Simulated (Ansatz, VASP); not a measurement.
## BTe3 in VASP and in Ansatz

INCAR

```
PREC = Accurate ; ENCUT = 520
EDIFF = 1E-6 ; ISMEAR = 0
SIGMA = 0.1 ; LREAL = F
LASPH = T ; NELM = 100
ALGO = Normal ; ISIF = 2
LWAVE = F ; LCHARG = F
GGA = PE ; NBANDS = 18
```

File KPOINTS:

```
Automatic mesh
0
Gamma
  4 4 4
```

File POSCAR:

```
BTe3
1.0
    4.6841813022      0.0000000000      0.0000000000
    0.0000000000      4.6841813022      0.0000000000
    0.0000000000      0.0000000000      4.6841813022
B Te
1 3
Direct
    0.0000000000      0.0000000000      0.0000000000
    0.0000000000      0.5000000000      0.5000000000
    0.5000000000      0.0000000000      0.5000000000
    0.5000000000      0.5000000000      0.0000000000
```

Input for Ansatz:

```yaml
crystal:
  lattice:
    - [4.6841813022, 0.0, 0.0]
    - [0.0, 4.6841813022, 0.0]
    - [0.0, 0.0, 4.6841813022]
  atoms:
    - { symbol: B, position: [0.0, 0.0, 0.0] }
    - { symbol: Te, position: [0.0, 0.5, 0.5] }
    - { symbol: Te, position: [0.5, 0.0, 0.5] }
    - { symbol: Te, position: [0.5, 0.5, 0.0] }
basis:
  ecutwfc: 420
kpoints:
  mp_grid: { grid: [4, 4, 4] }
hamiltonian:
  xc: pbe
scf:
  occupations: { method: gaussian, width: 0.1 }
  lower_state_search: "off"
output:
  forces: true
  stress: true
  eigenvalues: true
```

Alike in both runs: task single point; functional PBE; k mesh 4 × 4 × 4; occupations gaussian, width 0.1 eV; no spin polarisation.

```csv
,VASP,Ansatz
version,VASP 6.6.1,Ansatz 0.2.0
potentials or method,"VASP PAW PBE potentials, release 64 (B, Te), cutoff 520 eV","scalar-relativistic, plane waves, PAW"
valence electrons in the cell,21,51
```

```csv
,VASP,Ansatz,Ansatz less VASP
gap on the k mesh at the Fermi level (eV),none,none,-
pressure (GPa),-1.4,-1.4,+0.07
```

A gap of «none» marks a metal or a gap that the smearing closes. VASP's potentials hold 21 valence electrons a cell and Ansatz's 51, so a difference there can come from the potentials and not from the codes.

Spin-orbit coupling is off throughout.
